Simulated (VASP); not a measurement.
**Ta: single point with PBE**

The system is Ta.

```
Ta
1.0
     3.45182    0.00000    0.00000
     0.00000    3.45182    0.00000
     0.00000    0.00000    3.23940
Ta
2
Direct
  0.00000 0.00000 0.00000
  0.50000 0.50000 0.50000
```

This cell differs from its parent crystal: biaxial strain in the a-b plane: +4.0 %.

```yaml
Program: VASP 6.6.1
Task: single point
Functional: PBE
Potentials_or_basis: VASP PAW PBE potentials, release 64 (Ta_pv)
Cutoff: 520 eV
k_mesh: 16 × 16 × 16
Occupations: gaussian, width 0.1 eV
Spin: no spin polarisation
```

- Pressure: -9.1 GPa
- Band gap on the k mesh: zero (bands 11 and 12 overlap by 2.57 eV)

Stress tensor (GPa, compression positive):
```
-10.76   0.00   0.00
  0.00 -10.76   0.00
  0.00   0.00  -5.92
```

Levels at points of the mesh, in eV from the Fermi level:
| k point | band 7 | band 8 | band 9 | band 10 | band 11 | band 12 | band 13 | band 14 | band 15 | band 16 |
| --- | --- | --- | --- | --- | --- | --- | --- | --- | --- | --- |
| (0.00, 0.00, 0.00) | -7.66 | -3.50 | -3.35 | 0.23 | 1.00 | 1.00 | 3.18 | 4.23 | 6.20 | 6.20 |
| (0.50, 0.00, 0.00) | -3.83 | -3.83 | -0.84 | -0.84 | 1.03 | 1.03 | 1.65 | 1.65 | 3.14 | 3.14 |
| (0.50, 0.50, 0.00) | -4.15 | -4.15 | -0.82 | -0.82 | 1.01 | 1.01 | 2.92 | 2.92 | 4.21 | 4.21 |
| (0.00, 0.00, 0.50) | -3.41 | -3.41 | -0.59 | -0.59 | 0.87 | 0.87 | 0.87 | 0.87 | 2.76 | 2.76 |
| (0.50, 0.00, 0.50) | -4.07 | -4.07 | -1.61 | -1.61 | 1.45 | 1.45 | 3.67 | 3.67 | 4.98 | 4.98 |
| (0.50, 0.50, 0.50) | -1.31 | -1.31 | -1.31 | -1.31 | -0.97 | -0.97 | 4.43 | 4.43 | 4.70 | 4.70 |

It took 110 s on 1 thread of Intel(R) Xeon(R) 6975P-C (Granite Rapids), on a shared host, peak memory 0.33 GiB.

Caveat: the cell differs from its parent crystal (biaxial strain in the a-b plane: +4.0 %); the cell stands under tension; spin-orbit coupling is left out, which moves the levels of the heavy elements.
